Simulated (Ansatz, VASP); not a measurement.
Two plane-wave programs on SrHg3O4

The input INCAR:

```
PREC     = Accurate       # precision mode
ENCUT    = 520            # plane-wave cutoff, eV
EDIFF    = 1E-6           # SCF threshold, eV
ISMEAR   = 0              # smearing method
SIGMA    = 0.1            # smearing width, eV
LREAL    = F              # projectors in reciprocal space
LASPH    = T              # aspherical terms in the spheres
NELM     = 60             # most SCF steps
ALGO     = Normal         # electronic algorithm
ISIF     = 2              # what is computed and relaxed
LWAVE    = F              # write WAVECAR
LCHARG   = F              # write CHGCAR
GGA      = PE             # functional
NBANDS   = 45             # bands
```

KPOINTS

```
Automatic mesh
0
Gamma
  8 8 8
```

The input POSCAR:

```
SrHg3O4
1.0
    5.1522576577      0.0000000000      0.0000000000
    0.0000000000      5.1522576577      0.0000000000
    0.0000000000      0.0000000000      5.1522576577
Sr Hg O
1 3 4
Direct
    0.0000000000      0.0000000000      0.0000000000
    0.0000000000      0.5000000000      0.5000000000
    0.5000000000      0.0000000000      0.5000000000
    0.5000000000      0.5000000000      0.0000000000
    0.5000000000      0.0000000000      0.0000000000
    0.5000000000      0.5000000000      0.5000000000
    0.0000000000      0.0000000000      0.5000000000
    0.0000000000      0.5000000000      0.0000000000
```

Input for Ansatz:

```yaml
crystal:
  lattice:
    - [5.1522576577, 0.0, 0.0]
    - [0.0, 5.1522576577, 0.0]
    - [0.0, 0.0, 5.1522576577]
  atoms:
    - { symbol: Sr, position: [0.0, 0.0, 0.0] }
    - { symbol: Hg, position: [0.0, 0.5, 0.5] }
    - { symbol: Hg, position: [0.5, 0.0, 0.5] }
    - { symbol: Hg, position: [0.5, 0.5, 0.0] }
    - { symbol: O, position: [0.5, 0.0, 0.0] }
    - { symbol: O, position: [0.5, 0.5, 0.5] }
    - { symbol: O, position: [0.0, 0.0, 0.5] }
    - { symbol: O, position: [0.0, 0.5, 0.0] }
basis:
  ecutwfc: 420
kpoints:
  mp_grid: { grid: [8, 8, 8] }
hamiltonian:
  xc: pbe
scf:
  occupations: { method: gaussian, width: 0.1 }
output:
  forces: true
  stress: true
  eigenvalues: true
```

Alike in both runs: task single point; functional PBE; k mesh 8 × 8 × 8; occupations gaussian, width 0.1 eV; no spin polarisation.

```csv
,VASP,Ansatz
version,VASP 6.6.1,Ansatz 0.2.0
potentials or method,"VASP PAW PBE potentials, release 64 (Sr_sv, Hg, O), cutoff 520 eV","scalar-relativistic, plane waves, PAW"
valence electrons in the cell,70,94
```

```csv
,VASP,Ansatz,Ansatz less VASP
gap on the k mesh at the Fermi level (eV),none,none,-
pressure (GPa),-7.1,-7.5,-0.46
```

A gap of «none» marks a metal or a gap that the smearing closes. The functional is the same, so the differences come from potentials, cutoffs and numerics. VASP's potentials hold 70 valence electrons a cell and Ansatz's 94, so a difference there can come from the potentials and not from the codes.

Neither program's run includes spin-orbit coupling.
